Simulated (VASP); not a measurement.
Runs of VASP 6.6.1 on Ti. The structure is that of space group Im-3m (No. 229), or close to it. The cells are those of the table. 

| cell | gap on the mesh (eV) | pressure (GPa) |
| --- | --- | --- |
| a = 2.952 Å, angles 109.5°, 1 atom | none | -15.1 |
| a = 2.842 Å, angles 109.5°, 1 atom | none | -7.2 |
| a = 2.880 Å, angles 109.5°, 1 atom | none | -10.3 |
| a = 2.804 Å, angles 109.5°, 1 atom | none | (b) |
| a = 2.916 Å, angles 109.5°, 1 atom | none | (a) |

Alike in all rows: task single point; level PBEsol; potentials or basis VASP PAW PBE potentials, release 64 (Ti_sv); no spin polarisation; k mesh 12 × 12 × 12; cutoff (eV) 520; smearing methfessel-paxton 0.1 eV.

**Question.** Estimate the missing entries.

**Answer.** (a) -12.9; (b) -3.4.

Caveats: the PAW data sets were made with another functional, which shifts forces and pressure a little.

A gap of «none» marks levels without a gap at the run's occupations.
